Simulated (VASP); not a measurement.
A run of VASP 6.6.1 is set up as follows.

File INCAR:

```
SYSTEM = Lu
PREC = Accurate
ENCUT = 520
EDIFF = 1E-7
ISMEAR = 1
SIGMA = 0.1
LREAL = .False.
LASPH = .True.
NELM = 80
ALGO = Normal
ISIF = 2
LWAVE = .False.
LCHARG = .True.
GGA = CA
LELF = .True.
LVHAR = .True.
NBANDS = 44
```

The input KPOINTS:

```
Automatic mesh
0
Gamma
  5 5 5
  0 0 0
```

File POSCAR:

```
Lu
1.0
    4.6857450000      0.0000000000      0.0000000000
    0.0000000000      4.6857450000      0.0000000000
    0.0000000000      0.0000000000      4.6857450000
Lu
3
Direct
    0.5000000000      0.0000000000      0.0000000000
    0.0000000000      0.5000000000      0.0000000000
    0.0000000000      0.0000000000      0.5000000000
```

Potentials or basis: VASP PAW PBE potentials, release 64 (Lu).

Run with:

```bash
$ cat potpaw_PBE.64/Lu/POTCAR > POTCAR
$ mpirun -np 1 vasp_std > vasp.out
```

(1) Predict the pressure.

Answers

(1) -3.7 GPa.

Caveat: the PAW data sets were made with another functional, which shifts forces and pressure a little.
